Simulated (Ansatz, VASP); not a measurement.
Two plane-wave programs on La2O3

```xyz
5
Lattice="3.8170 0.0000 0.0000 -1.9085 3.3057 0.0000 0.0000 0.0000 5.9424" Properties=species:S:1:pos:R:3 pbc="T T T"
La    1.9085    1.1019    4.5100
La    0.0000    2.2038    1.4325
O     1.9085    1.1019    2.1037
O     0.0000    2.2038    3.8387
O     0.0000    0.0000    0.0000
```

Change from the starting cell: hydrostatic strain -3.0%.

Alike in both runs: task single point; functional PBE; k mesh 12 × 12 × 4; occupations fermi-dirac, width 0.02 eV; no spin polarisation.

|  | VASP | Ansatz |
| --- | --- | --- |
| version | VASP 6.6.1 | Ansatz 0.2.0 |
| potentials or method | VASP PAW PBE potentials, release 64 (La, O) | plane waves, PAW |
| plane-wave cutoff (eV) | 520 | 420 |
| valence electrons in the cell | 40 | 40 |

|  | VASP | Ansatz | Ansatz less VASP |
| --- | --- | --- | --- |
| gap on the k mesh at the Fermi level (eV) | 3.87 | 3.84 | -0.021 |
| pressure (GPa) | 14.8 | 15.2 | +0.36 |
| traceless stress, the component that is largest in VASP (GPa) | -2.64 | -2.70 | -0.061 |
| rms of the force components (eV/Å) | 0.016 | 0.010 | -0.0058 |

Atom by atom the forces differ by 0.006 eV/Å (rms over components). The functional is the same, so the differences come from potentials, cutoffs and numerics.

Neither program's run includes spin-orbit coupling.
